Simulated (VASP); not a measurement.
# TiAl in VASP: notebook

Runs on TiAl. Level: r2SCAN. Tasks: single point.

Everything below comes from runs of VASP 6.6.1. Logs are shortened: lines on timing, memory, paths and dates and some standing lists are left out, and cuts for length are marked.

**1. The cell of the first run**

The structure is monoclinic, space group Pm (No. 6). The conventional cell has a = 2.867 Å, b = 4.678 Å, c = 2.867 Å, α = 90.00°, β = 120.00°, γ = 90.00°. Within 3.7 Å of Ti (site symmetry m) lie 6 Al at 2.80 to 3.00 Å and 6 Ti at 2.87 Å. Within 3.7 Å of Al (site symmetry m) lie 6 Ti at 2.80 to 3.00 Å and 6 Al at 2.87 Å.

**2. Single point, r2SCAN (atom 1 (Ti) moved by (-0.200, +0.100) A along x and y)**

Input file POSCAR:

```
TiAl
1.0
    2.8672622327      0.0000000000      0.0000000000
   -1.4336311163      2.4831219328      0.0000000000
    0.0000000000      0.0000000000      4.6780830000
Ti Al
1 1
Direct
   -0.0496170080      0.0402718846      0.0000000000
    0.3333333333      0.6666666667      0.5000000000
```

Input file INCAR.step1:

```
  ALGO = Normal
  EDIFF = 1E-4
  ENCUT = 520
  GGA = PE
  ISMEAR = 0
  LASPH = T
  LCHARG = F
  LREAL = F
  LWAVE = T
  NBANDS = 14
  NELM = 100
  PREC = Accurate
  SIGMA = 0.15
```

Input file INCAR.step2:

```
  ALGO = Normal
  EDIFF = 1E-7
  ENCUT = 520
  ISIF = 2
  ISMEAR = 0
  ISTART = 1
  LASPH = T
  LCHARG = T
  LELF = T
  LMIXTAU = T
  LREAL = F
  LVHAR = T
  LWAVE = F
  METAGGA = R2SCAN
  NBANDS = 14
  NELM = 100
  PREC = Accurate
  SIGMA = 0.15
```

Input file KPOINTS:

```
k-points
0
Gamma
  18 18 10
```

Potentials or basis: VASP PAW PBE potentials, release 64 (Ti_sv, Al).

Started as:

```sh
cat potpaw_PBE.64/Ti_sv/POTCAR potpaw_PBE.64/Al/POTCAR > POTCAR
cp INCAR.step1 INCAR
mpirun -np 1 vasp_std > vasp.out
cp INCAR.step2 INCAR
mpirun -np 1 vasp_std > vasp.out
```

OUTCAR:

```text
EDIFF = 1E-7
   ENCUT = 520
   ISIF = 2
   ISMEAR = 0
   ISTART = 1
   LASPH = T
   LREAL = F
   METAGGA = R2SCAN
   NELM = 100
   PREC = Accurate

 ion  position               nearest neighbor table
   1  0.950  0.040  0.000-   2 2.80   2 2.80   2 2.82   2 2.82   2 3.00   2 3.00
   2  0.333  0.667  0.500-   1 2.80   1 2.80   1 2.82   1 2.82   1 3.00   1 3.00

  LATTYP: Found a hexagonal cell.
 ALAT       =     2.8672622327
 C/A-ratio  =     1.6315504549

  Lattice vectors:

 A1 = (   2.8672622327,   0.0000000000,   0.0000000000)
 A2 = (  -1.4336311163,   2.4831219328,   0.0000000000)
 A3 = (   0.0000000000,   0.0000000000,   4.6780830000)

Analysis of symmetry for initial positions (statically):
=====================================================================
 Subroutine PRICEL returns:
 Original cell was already a primitive cell.

 Routine SETGRP: Setting up the symmetry group for a
 hexagonal supercell.

 Subroutine GETGRP returns: Found  2 space group operations
 (whereof  2 operations were pure point group operations)
 out of a pool of 24 trial point group operations.

The static configuration has the point symmetry C_1h.

Analysis of symmetry for dynamics (positions and initial velocities):
=====================================================================
 Subroutine PRICEL returns:
 Original cell was already a primitive cell.

 Routine SETGRP: Setting up the symmetry group for a
 hexagonal supercell.

 Subroutine GETGRP returns: Found  2 space group operations
 (whereof  2 operations were pure point group operations)
 out of a pool of 24 trial point group operations.

The dynamic configuration has the point symmetry C_1h.

 Subroutine INISYM returns: Found  2 space group operations
 (whereof  2 operations are pure point group operations),
 and found     1 'primitive' translations

----------------------------------------------------------------------------------------

                                     Primitive cell

  volume of cell :      33.3068

  direct lattice vectors                    reciprocal lattice vectors
     2.867262233  0.000000000  0.000000000     0.348764751  0.201359423  0.000000000
    -1.433631116  2.483121933  0.000000000     0.000000000  0.402718846  0.000000000
     0.000000000  0.000000000  4.678083000     0.000000000  0.000000000  0.213762774

  length of vectors
     2.867262233  2.867262233  4.678083000     0.402718846  0.402718846  0.213762774

  position of ions in fractional coordinates (direct lattice)
     0.950382992  0.040271885  0.000000000
     0.333333333  0.666666667  0.500000000

  ion indices of the primitive-cell ions
   primitive index   ion index
                 1           1
                 2           2

----------------------------------------------------------------------------------------

 KPOINTS: k-points

Automatic generation of k-mesh.
 Grid dimensions read from file:
 generate k-points for:   18   18   10

 Generating k-lattice:

  Cartesian coordinates                     Fractional coordinates (reciprocal lattice)
     0.019375820  0.011186635  0.000000000     0.055555556  0.000000000  0.000000000
     0.000000000  0.022373269  0.000000000     0.000000000  0.055555556  0.000000000
     0.000000000  0.000000000  0.021376277     0.000000000  0.000000000  0.100000000

  Length of vectors
     0.022373269  0.022373269  0.021376277

  Shift w.r.t. Gamma in fractional coordinates (k-lattice)
     0.000000000  0.000000000  0.000000000

 Subroutine IBZKPT returns following result:
 ===========================================

 Found    984 irreducible k-points:

 Following reciprocal coordinates:
            Coordinates               Weight
  0.000000  0.000000  0.000000      1.000000
  0.055556 -0.000000  0.000000      2.000000
  0.000000  0.055556  0.000000      2.000000
 -0.055556  0.055556  0.000000      2.000000
  0.111111 -0.000000  0.000000      2.000000
  0.000000  0.111111  0.000000      2.000000
[... 16 lines left out ...]
  0.444444 -0.000000  0.000000      2.000000
  0.000000  0.444444  0.000000      2.000000
 [... further k-points ...]
   k-points           NKPTS =    984   k-points in BZ     NKDIM =    984   number of bands    NBANDS=     14
   number of dos      NEDOS =    301   number of ions     NIONS =      2
   total plane-waves  NPLWV =  20736
   dimension x,y,z NGX =    24 NGY =   24 NGZ =   36
   dimension x,y,z NGXF=    48 NGYF=   48 NGZF=   72
   ions per type =               1   1
   NGX,Y,Z   is equivalent  to a cutoff of  13.92, 13.92, 12.79 a.u.
   NGXF,Y,Z  is equivalent  to a cutoff of  27.83, 27.83, 25.59 a.u.
 SYSTEM =  unknown system
   PREC   = accura    normal or accurate (medium, high low for compatibility)
   ISTART =      1    job   : 0-new  1-cont  2-samecut
   ICHARG =      0    charge: 1-file 2-atom 10-const
   ISPIN  =      1    spin polarized calculation?
   LNONCOLLINEAR =      F non collinear calculations
   LSORBIT =      F    spin-orbit coupling
   LASPH  =      T    aspherical Exc in radial PAW
   ENCUT  =  520.0 eV  38.22 Ry    6.18 a.u.   5.33  5.33  8.70*2*pi/ulx,y,z
   NELM   =    100;   NELMIN=  2; NELMDL=  0     # of ELM steps
   EDIFF  = 0.1E-06   stopping-criterion for ELM
   LREAL  =      F    real-space projection
   EDIFFG = 0.1E-05   stopping-criterion for IOM
   NSW    =      0    number of steps for IOM
   IBRION =     -1    ionic relax: 0-MD 1-quasi-New 2-CG
   NFREE  =      0    steps in history (QN), initial steepest desc. (CG)
   ISIF   =      2    stress and relaxation
   ISYM   =      2    0-nonsym 1-usesym 2-fastsym
   POTIM  = 0.5000    time-step for ionic-motion
   TEBEG  =    0.0;   TEEND  =   0.0 temperature during run
   PSTRESS=    0.0 pullay stress
   NELECT =      15.0000    total number of electrons
   NUPDOWN=      -1.0000    fix difference up-down
   EMIN   =  10.00;   EMAX   =-10.00  energy-range for DOS
   EFERMI =   0.00;   METHOD = LEGACY
   ISMEAR =     0;   SIGMA  =   0.15  broadening in eV -4-tet -1-fermi 0-gaus
   EFERMI_NEDOS =   21; number of points for ismear=-14 and -15
   IALGO  =     38    algorithm
   IMIX   =      4    mixing-type and parameters
     AMIX     =   0.40;   BMIX     =  1.00
     AMIX_MAG =   1.60;   BMIX_MAG =  1.00
  volume/ion in A,a.u.               =      16.65       112.38
  Fermi-wavevector in a.u.,A,eV,Ry     =   1.254857  2.371335 21.424622  1.574665
  Thomas-Fermi vector in A             =   2.388641
   LORBIT       =      0    0 simple, 1 ext, 2 COOP (PROOUT), +10 PAW based schemes
   METAGGA = R2SCAN    functional components
   LHFCALC =     F    Hartree Fock is set to
   AEXX    =    0.0000 exact exchange contribution
   IVDW    =     0    specifies the selected vdW correction
   LEPSILON=     F    determine dielectric tensor
   LRPA    =     F    only Hartree local field effects (RPA)
 non-spin polarized calculation
 Gauss-broadening in eV      SIGMA  =   0.15
  energy-cutoff  :      520.00
  volume of cell :       33.31
 maximum number of plane-waves:       917
 NGX is ok and might be reduce to    24
   NGX = 11   NGY = 11   NGZ = 17

 number of electron      15.0000000 magnetization

 Free energy of the ion-electron system (eV)
  ---------------------------------------------------
  ext. energy  EPLUGINS =         0.00000000
  ---------------------------------------------------
  free energy    TOTEN  =       -20.20456656 eV

  energy without entropy =      -20.17945814  energy(sigma->0) =      -20.19201235

 E-fermi :   7.8357     XC(G=0): -11.7461

 val. band max:        7.8355401334   @ k =  -0.2778   0.4444  -0.4000
 cond. band min:       7.8362139231   @ k =  -0.4444   0.2778   0.4000
 fundamental gap:      0.0006737897
 Fermi energy:         7.8357382423

 k-point     1 :       0.0000    0.0000    0.0000
  band No.  band energies     occupation
      1     -51.0146      2.00000
      2     -26.2913      2.00000
      3     -25.8665      2.00000
      4     -25.8536      2.00000
      5      -1.6161      2.00000
      6       5.4093      2.00000
      7       5.7508      2.00000
      8       9.2590      0.00000
      9       9.2903      0.00000
     10      10.8371      0.00000
     11      10.9737      0.00000
     12      12.0320      0.00000
     13      21.5060      0.00000
     14      21.6074      0.00000

 k-point     2 :       0.0556   -0.0000    0.0000
  band No.  band energies     occupation
      1     -51.0116      2.00000
      2     -26.2883      2.00000
      3     -25.8781      2.00000
      4     -25.8651      2.00000
      5      -1.5347      2.00000
      6       5.4962      2.00000
      7       5.7647      2.00000
      8       9.2005      0.00000
      9       9.3330      0.00000
     10      10.8414      0.00000
     11      10.9625      0.00000
     12      12.0524      0.00000
     13      20.1409      0.00000
     14      20.7793      0.00000

 k-point     3 :       0.0000    0.0556    0.0000
  band No.  band energies     occupation
      1     -51.0116      2.00000
      2     -26.2883      2.00000
      3     -25.8788      2.00000
      4     -25.8643      2.00000
      5      -1.5347      2.00000
      6       5.4963      2.00000
      7       5.7650      2.00000
      8       9.1995      0.00000
      9       9.3339      0.00000
     10      10.8391      0.00000
     11      10.9644      0.00000
     12      12.0521      0.00000
     13      20.1430      0.00000
     14      20.7790      0.00000

 k-point     4 :      -0.0556    0.0556    0.0000
  band No.  band energies     occupation
      1     -51.0116      2.00000
      2     -26.2883      2.00000
      3     -25.8852      2.00000
      4     -25.8578      2.00000
      5      -1.5350      2.00000
      6       5.4967      2.00000
      7       5.7709      2.00000
      8       9.1779      0.00000
      9       9.3551      0.00000
     10      10.8152      0.00000
     11      10.9800      0.00000
     12      12.0468      0.00000
     13      20.2082      0.00000
     14      20.7256      0.00000

 k-point     5 :       0.1111   -0.0000    0.0000
  band No.  band energies     occupation
      1     -51.0029      2.00000
      2     -26.2797      2.00000
      3     -25.9298      2.00000
      4     -25.8794      2.00000
      5      -1.2918      2.00000
      6       5.7466      2.00000
      7       5.8049      2.00000
      8       8.9788      0.00000
      9       9.5234      0.00000
     10      10.8242      0.00000
     11      10.9658      0.00000
[... 276 lines left out ...]
 k-point    22 :      -0.3889    0.3889    0.0000
  band No.  band energies     occupation
      1     -50.9261      2.00000
      2     -26.3989      2.00000
      3     -26.2049      2.00000
      4     -25.9749      2.00000
      5       2.1219      2.00000
      6       6.3696      2.00000
      7       6.3892      2.00000
      8       7.2964      2.00000
      9      10.2315      0.00000
     10      11.5753      0.00000
     11      11.6122      0.00000
     12      11.7343      0.00000
     13      13.2196      0.00000
     14      16.5457      0.00000

 k-point    23 :       0.4444   -0.0000    0.0000
  band No.  band energies     occupation
      1     -50.9171      2.00000
      2     -26.4431      2.00000
      3     -26.1950      2.00000
      4     -25.9971      2.00000
      5       3.1568      2.00000
      6       5.6458      2.00000
      7       6.1985      2.00000
      8       6.8859      2.00000
      9      10.2644      0.00000
     10      11.9206      0.00000
     11      11.9857      0.00000
     12      12.1907      0.00000
     13      13.3029      0.00000
     14      16.4184      0.00000

 k-point    24 :       0.0000    0.4444    0.0000
  band No.  band energies     occupation
      1     -50.9171      2.00000
      2     -26.4436      2.00000
      3     -26.1951      2.00000
      4     -25.9963      2.00000
      5       3.1565      2.00000
      6       5.6402      2.00000
      7       6.2111      2.00000
      8       6.8896      2.00000
      9      10.2600      0.00000
     10      11.9203      0.00000
     11      11.9884      0.00000
     12      12.1684      0.00000
     13      13.3003      0.00000
     14      16.4324      0.00000

 [... further k-points ...]

------------------------ aborting loop because EDIFF is reached ----------------------------------------

  FORCE on cell =-STRESS in cart. coord.  units (eV):
  Direction    XX          YY          ZZ          XY          YZ          ZX
  --------------------------------------------------------------------------------------
  -------------------------------------------------------------------------------------
  Total       -0.4439453      0.2767437     -0.2284027      0.7008144      0.0000000      0.0000000
  in kB      -21.3553487     13.3123571    -10.9869817     33.7116679      0.0000000      0.0000000
  external PRESSURE =      -6.3433244 kB  Pullay stress =       0.0000000 kB

 VOLUME and BASIS-vectors are now :
 -----------------------------------------------------------------------------
  energy-cutoff  :      520.00
  volume of cell :       33.31
      direct lattice vectors                 reciprocal lattice vectors
     2.867262233  0.000000000  0.000000000     0.348764751  0.201359423  0.000000000
    -1.433631116  2.483121933  0.000000000     0.000000000  0.402718846  0.000000000
     0.000000000  0.000000000  4.678083000     0.000000000  0.000000000  0.213762774

 POSITION                                       TOTAL-FORCE (eV/Angst)
 -----------------------------------------------------------------------------------
      2.66726      0.10000      0.00000         0.307685     -0.127728      0.000000
     -0.00000      1.65541      2.33904        -0.307685      0.127728      0.000000
 -----------------------------------------------------------------------------------
    total drift:                               -0.000011     -0.000005     -0.000000

  FREE ENERGIE OF THE ION-ELECTRON SYSTEM (eV)
  ---------------------------------------------------
  free  energy   TOTEN  =       -20.2045665608 eV

  energy  without entropy=      -20.1794581421  energy(sigma->0) =      -20.19201235
```

Run time: 9 min. Hardware: 1 thread of Intel Xeon 6975P-C (Granite Rapids), shared host; peak memory 0.56 GiB.

What came out:

| Item | Value |
| --- | --- |
| Free energy | -20.2046 eV |
| Pressure | -0.6 GPa |
| Largest force | 0.333 eV/Å |
| Band gap on the k mesh | zero (an odd number of electrons rules out a gap without spin polarisation) |

Forces on the atoms (eV/Å):
```
Ti   0.308 -0.128  0.000
Al  -0.308  0.128  0.000
```

Stress tensor (GPa, compression positive):
```
-2.14  3.37  0.00
 3.37  1.33  0.00
 0.00  0.00 -1.10
```

Levels at points of the mesh, in eV from the Fermi level:
```tsv
k point	band 6	band 7	band 8	band 9	band 10	band 11
(0.00, 0.00, 0.00)	-2.43	-2.08	1.42	1.45	3.00	3.14
(0.50, 0.00, 0.00)	-2.95	-1.62	-1.02	2.41	4.20	4.24
(0.00, 0.50, 0.00)	-2.95	-1.61	-1.02	2.40	4.20	4.24
(0.50, 0.50, 0.00)	-3.07	-1.35	-0.97	2.32	3.95	4.20
(0.00, 0.00, 0.50)	-5.62	-0.45	1.44	1.47	2.93	3.05
(0.50, 0.00, 0.50)	-2.64	-1.82	0.31	1.03	2.19	3.33
(0.00, 0.50, 0.50)	-2.63	-1.83	0.33	1.03	2.19	3.32
(0.50, 0.50, 0.50)	-2.40	-2.03	0.58	1.06	2.11	3.10
```

Caveat: the cell differs from its parent crystal (atom 1 (Ti) moved by (-0.200, +0.100) A along x and y); the PAW data sets were made with another functional, which shifts forces and pressure a little.

(Continued in part 2 of 2.)
